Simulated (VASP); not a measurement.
# MgO (Pm-3m) in VASP: a series of runs

The runs below take MgO through single point, with PBEsol.

All numbers are computed with VASP 6.6.1; they aren't measurements. Logs are shortened: lines on timing, memory, paths and dates and some standing lists are left out, and cuts for length are marked.

## (1) The cell of the first run

Symmetry: Pm-3m, No. 221, cubic system. The conventional cell has a = 2.403 Å, b = 2.403 Å, c = 2.403 Å, α = 90.00°, β = 90.00°, γ = 90.00°. Within 2.8 Å of Mg (site symmetry m-3m) lie 8 O at 2.08 Å and 6 Mg at 2.40 Å. O (site symmetry m-3m) has 8 Mg at 2.08 Å and 6 O at 2.40 Å within 2.8 Å.

## (2) Single point, PBEsol (volume scaled by 0.760)

File INCAR:

```
SYSTEM = MgO
ALGO = Normal ; EDIFF = 1E-6
ENCUT = 520 ; GGA = PS
ISIF = 2 ; ISMEAR = 0
LASPH = .TRUE. ; LCHARG = .FALSE.
LREAL = .FALSE. ; LWAVE = .FALSE.
NBANDS = 11 ; NELM = 100
PREC = Accurate ; SIGMA = 0.05
```

File KPOINTS:

```
k-points
0
G
  14 14 14
  0 0 0
```

File POSCAR:

```
MgO
1.0
    2.4029724776      0.0000000000      0.0000000000
    0.0000000000      2.4029724776      0.0000000000
    0.0000000000      0.0000000000      2.4029724776
Mg O
1 1
Direct
    0.0000000000      0.0000000000      0.0000000000
    0.5000000000      0.5000000000      0.5000000000
```

Potentials or basis: VASP PAW PBE potentials, release 64 (Mg, O).

Run with:

```console
cat potpaw_PBE.64/Mg/POTCAR potpaw_PBE.64/O/POTCAR > POTCAR
mpirun -np 1 vasp_std > vasp.out
```

OUTCAR:

```text
SYSTEM = MgO
   EDIFF = 1E-6
   ENCUT = 520
   GGA = PS
   ISIF = 2
   ISMEAR = 0
   LASPH = .TRUE.
   LREAL = .FALSE.
   NELM = 100
   PREC = Accurate

 ion  position               nearest neighbor table
   1  0.000  0.000  0.000-   2 2.08   2 2.08   2 2.08   2 2.08   2 2.08   2 2.08   2 2.08   2 2.08

   2  0.500  0.500  0.500-   1 2.08   1 2.08   1 2.08   1 2.08   1 2.08   1 2.08   1 2.08   1 2.08

  LATTYP: Found a simple cubic cell.
 ALAT       =     2.4029724776

  Lattice vectors:

 A1 = (   2.4029724776,   0.0000000000,   0.0000000000)
 A2 = (   0.0000000000,   2.4029724776,   0.0000000000)
 A3 = (   0.0000000000,   0.0000000000,   2.4029724776)

Analysis of symmetry for initial positions (statically):
=====================================================================
 Subroutine PRICEL returns:
 Original cell was already a primitive cell.

 Routine SETGRP: Setting up the symmetry group for a
 simple cubic supercell.

 Subroutine GETGRP returns: Found 48 space group operations
 (whereof 48 operations were pure point group operations)
 out of a pool of 48 trial point group operations.

The static configuration has the point symmetry O_h .

Analysis of symmetry for dynamics (positions and initial velocities):
=====================================================================
 Subroutine PRICEL returns:
 Original cell was already a primitive cell.

 Routine SETGRP: Setting up the symmetry group for a
 simple cubic supercell.

 Subroutine GETGRP returns: Found 48 space group operations
 (whereof 48 operations were pure point group operations)
 out of a pool of 48 trial point group operations.

The dynamic configuration has the point symmetry O_h .

 Subroutine INISYM returns: Found 48 space group operations
 (whereof 48 operations are pure point group operations),
 and found     1 'primitive' translations

----------------------------------------------------------------------------------------

                                     Primitive cell

  volume of cell :      13.8754

  direct lattice vectors                    reciprocal lattice vectors
     2.402972478  0.000000000  0.000000000     0.416151250  0.000000000  0.000000000
     0.000000000  2.402972478  0.000000000     0.000000000  0.416151250  0.000000000
     0.000000000  0.000000000  2.402972478     0.000000000  0.000000000  0.416151250

  length of vectors
     2.402972478  2.402972478  2.402972478     0.416151250  0.416151250  0.416151250

  position of ions in fractional coordinates (direct lattice)
     0.000000000  0.000000000  0.000000000
     0.500000000  0.500000000  0.500000000

  ion indices of the primitive-cell ions
   primitive index   ion index
                 1           1
                 2           2

----------------------------------------------------------------------------------------

 KPOINTS: k-points

Automatic generation of k-mesh.
 Grid dimensions read from file:
 generate k-points for:   14   14   14

 Generating k-lattice:

  Cartesian coordinates                     Fractional coordinates (reciprocal lattice)
     0.029725089  0.000000000  0.000000000     0.071428571  0.000000000  0.000000000
     0.000000000  0.029725089  0.000000000     0.000000000  0.071428571  0.000000000
     0.000000000  0.000000000  0.029725089     0.000000000  0.000000000  0.071428571

  Length of vectors
     0.029725089  0.029725089  0.029725089

  Shift w.r.t. Gamma in fractional coordinates (k-lattice)
     0.000000000  0.000000000  0.000000000

 Subroutine IBZKPT returns following result:
 ===========================================

 Found    120 irreducible k-points:

 Following reciprocal coordinates:
            Coordinates               Weight
  0.000000  0.000000  0.000000      1.000000
  0.071429  0.000000  0.000000      6.000000
  0.142857  0.000000  0.000000      6.000000
  0.214286  0.000000  0.000000      6.000000
  0.285714  0.000000  0.000000      6.000000
  0.357143  0.000000  0.000000      6.000000
[... 16 lines left out ...]
  0.285714  0.214286  0.000000     24.000000
  0.357143  0.214286  0.000000     24.000000
 [... further k-points ...]
   k-points           NKPTS =    120   k-points in BZ     NKDIM =    120   number of bands    NBANDS=     11
   number of dos      NEDOS =    301   number of ions     NIONS =      2
   total plane-waves  NPLWV =   5832
   dimension x,y,z NGX =    18 NGY =   18 NGZ =   18
   dimension x,y,z NGXF=    36 NGYF=   36 NGZF=   36
   ions per type =               1   1
   NGX,Y,Z   is equivalent  to a cutoff of  12.45, 12.45, 12.45 a.u.
   NGXF,Y,Z  is equivalent  to a cutoff of  24.91, 24.91, 24.91 a.u.
 SYSTEM =  MgO
   PREC   = accura    normal or accurate (medium, high low for compatibility)
   ISTART =      0    job   : 0-new  1-cont  2-samecut
   ICHARG =      2    charge: 1-file 2-atom 10-const
   ISPIN  =      1    spin polarized calculation?
   LNONCOLLINEAR =      F non collinear calculations
   LSORBIT =      F    spin-orbit coupling
   LASPH  =      T    aspherical Exc in radial PAW
   ENCUT  =  520.0 eV  38.22 Ry    6.18 a.u.   4.47  4.47  4.47*2*pi/ulx,y,z
   NELM   =    100;   NELMIN=  2; NELMDL= -5     # of ELM steps
   EDIFF  = 0.1E-05   stopping-criterion for ELM
   LREAL  =      F    real-space projection
   EDIFFG = 0.1E-04   stopping-criterion for IOM
   NSW    =      0    number of steps for IOM
   IBRION =     -1    ionic relax: 0-MD 1-quasi-New 2-CG
   NFREE  =      0    steps in history (QN), initial steepest desc. (CG)
   ISIF   =      2    stress and relaxation
   ISYM   =      2    0-nonsym 1-usesym 2-fastsym
   POTIM  = 0.5000    time-step for ionic-motion
   TEBEG  =    0.0;   TEEND  =   0.0 temperature during run
   PSTRESS=    0.0 pullay stress
   NELECT =       8.0000    total number of electrons
   NUPDOWN=      -1.0000    fix difference up-down
   EMIN   =  10.00;   EMAX   =-10.00  energy-range for DOS
   EFERMI =   0.00;   METHOD = LEGACY
   ISMEAR =     0;   SIGMA  =   0.05  broadening in eV -4-tet -1-fermi 0-gaus
   EFERMI_NEDOS =   21; number of points for ismear=-14 and -15
   IALGO  =     38    algorithm
   IMIX   =      4    mixing-type and parameters
     AMIX     =   0.40;   BMIX     =  1.00
     AMIX_MAG =   1.60;   BMIX_MAG =  1.00
  volume/ion in A,a.u.               =       6.94        46.82
  Fermi-wavevector in a.u.,A,eV,Ry     =   1.362561  2.574867 25.260211  1.856573
  Thomas-Fermi vector in A             =   2.489040
   LORBIT       =      0    0 simple, 1 ext, 2 COOP (PROOUT), +10 PAW based schemes
   GGA     = PS    functional components
   LHFCALC =     F    Hartree Fock is set to
   AEXX    =    0.0000 exact exchange contribution
   IVDW    =     0    specifies the selected vdW correction
   LEPSILON=     F    determine dielectric tensor
   LRPA    =     F    only Hartree local field effects (RPA)
 non-spin polarized calculation
 Gauss-broadening in eV      SIGMA  =   0.05
  energy-cutoff  :      520.00
  volume of cell :       13.88
 maximum number of plane-waves:       388
 NGX is ok and might be reduce to    18
   NGX =  9   NGY =  9   NGZ =  9

 number of electron       7.9999993 magnetization

 Free energy of the ion-electron system (eV)
  ---------------------------------------------------
  ext. energy  EPLUGINS =         0.00000000
  ---------------------------------------------------
  free energy    TOTEN  =       -10.26119344 eV

  energy without entropy =      -10.26119344  energy(sigma->0) =      -10.26119344

 E-fermi :   8.1631     XC(G=0): -12.9218

 val. band max:        7.8114380872   @ k =   0.5000   0.5000   0.0000
 cond. band min:      13.3567981953   @ k =   0.0000   0.0000   0.0000
 fundamental gap:      5.5453601082
 Fermi energy:         8.1630653055

 k-point     1 :       0.0000    0.0000    0.0000
  band No.  band energies     occupation
      1     -12.8693      2.00000
      2       6.4476      2.00000
      3       6.4476      2.00000
      4       6.4476      2.00000
      5      13.3568      0.00000
      6      18.4316      0.00000
      7      18.4316      0.00000
      8      32.9807      0.00000
      9      32.9807      0.00000
     10      32.9807      0.00000
     11      39.0759      0.00000

 k-point     2 :       0.0714    0.0000    0.0000
  band No.  band energies     occupation
      1     -12.7921      2.00000
      2       5.9232      2.00000
      3       6.4720      2.00000
      4       6.4720      2.00000
      5      13.6528      0.00000
      6      18.5608      0.00000
      7      18.7365      0.00000
      8      32.8057      0.00000
      9      32.8057      0.00000
     10      33.0064      0.00000
     11      38.4592      0.00000

 k-point     3 :       0.1429    0.0000    0.0000
  band No.  band energies     occupation
      1     -12.5671      2.00000
      2       4.6693      2.00000
      3       6.5413      2.00000
      4       6.5413      2.00000
      5      14.3039      0.00000
      6      18.9479      0.00000
      7      19.5007      0.00000
      8      32.2789      0.00000
      9      32.2789      0.00000
     10      33.1923      0.00000
     11      37.3459      0.00000

 k-point     4 :       0.2143    0.0000    0.0000
  band No.  band energies     occupation
      1     -12.2167      2.00000
      2       3.1613      2.00000
      3       6.6436      2.00000
      4       6.6436      2.00000
      5      15.0479      0.00000
      6      19.5896      0.00000
      7      20.3304      0.00000
      8      31.4604      0.00000
      9      31.4604      0.00000
     10      33.8077      0.00000
     11      34.7004      0.00000

 k-point     5 :       0.2857    0.0000    0.0000
  band No.  band energies     occupation
      1     -11.7853      2.00000
      2       1.6959      2.00000
      3       6.7602      2.00000
      4       6.7602      2.00000
      5      15.8154      0.00000
      6      20.4775      0.00000
      7      20.8293      0.00000
      8      30.5381      0.00000
      9      30.5381      0.00000
     10      31.9773      0.00000
     11      35.1010      0.00000
[... 211 lines left out ...]
 k-point    21 :       0.5000    0.1429    0.0000
  band No.  band energies     occupation
      1     -10.6549      2.00000
      2      -0.3316      2.00000
      3       5.7161      2.00000
      4       7.1191      2.00000
      5      18.4013      0.00000
      6      19.3129      0.00000
      7      22.4912      0.00000
      8      26.8488      0.00000
      9      29.0304      0.00000
     10      31.5996      0.00000
     11      33.6293      0.00000

 k-point    22 :       0.2143    0.2143    0.0000
  band No.  band energies     occupation
      1     -11.6196      2.00000
      2       3.3430      2.00000
      3       3.9732      2.00000
      4       6.8802      2.00000
      5      16.5989      0.00000
      6      19.8125      0.00000
      7      21.3883      0.00000
      8      28.9066      0.00000
      9      31.1810      0.00000
     10      32.1532      0.00000
     11      33.1649      0.00000

 k-point    23 :       0.2857    0.2143    0.0000
  band No.  band energies     occupation
      1     -11.2277      2.00000
      2       2.2277      2.00000
      3       4.0175      2.00000
      4       7.0217      2.00000
      5      17.2316      0.00000
      6      19.5257      0.00000
      7      21.8727      0.00000
      8      28.3050      0.00000
      9      30.5771      0.00000
     10      31.8944      0.00000
     11      32.5113      0.00000

 k-point    24 :       0.3571    0.2143    0.0000
  band No.  band energies     occupation
      1     -10.8315      2.00000
      2       1.1022      2.00000
      3       4.2771      2.00000
      4       7.1533      2.00000
      5      17.6853      0.00000
      6      19.2372      0.00000
      7      22.1972      0.00000
      8      27.6362      0.00000
      9      29.8054      0.00000
     10      32.3061      0.00000
     11      32.3259      0.00000

 [... further k-points ...]
[... 5 lines left out ...]
  --------------------------------------------------------------------------------------
  -------------------------------------------------------------------------------------
  Total        6.1670961      6.1670961      6.1670961      0.0000000      0.0000000     -0.0000000
  in kB      712.1064263    712.1064263    712.1064263      0.0000000      0.0000000     -0.0000000
  external PRESSURE =     712.1064263 kB  Pullay stress =       0.0000000 kB

 VOLUME and BASIS-vectors are now :
 -----------------------------------------------------------------------------
  energy-cutoff  :      520.00
  volume of cell :       13.88
      direct lattice vectors                 reciprocal lattice vectors
     2.402972478  0.000000000  0.000000000     0.416151250  0.000000000  0.000000000
     0.000000000  2.402972478  0.000000000     0.000000000  0.416151250  0.000000000
     0.000000000  0.000000000  2.402972478     0.000000000  0.000000000  0.416151250

 POSITION                                       TOTAL-FORCE (eV/Angst)
 -----------------------------------------------------------------------------------
      0.00000      0.00000      0.00000         0.000000      0.000000      0.000000
      1.20149      1.20149      1.20149         0.000000      0.000000      0.000000
 -----------------------------------------------------------------------------------
    total drift:                                0.000000     -0.000000      0.000000

  FREE ENERGIE OF THE ION-ELECTRON SYSTEM (eV)
  ---------------------------------------------------
  free  energy   TOTEN  =       -10.2611934384 eV

  energy  without entropy=      -10.2611934384  energy(sigma->0) =      -10.26119344
```

Wall time 7.2 s (1 thread of Intel Xeon Platinum 8488C (Sapphire Rapids), shared host); peak memory 0.13 GiB.

What came out:

| Property | Result |
| --- | --- |
| Free energy | -10.2612 eV |
| Pressure | 71.2 GPa |
| Band gap on the k mesh | 5.55 eV, indirect (least direct gap 5.81 eV) |

Caveat: the PAW data sets were made with another functional, which shifts forces and pressure a little. A k mesh can miss the band edges.

[end of part 1 of 2]
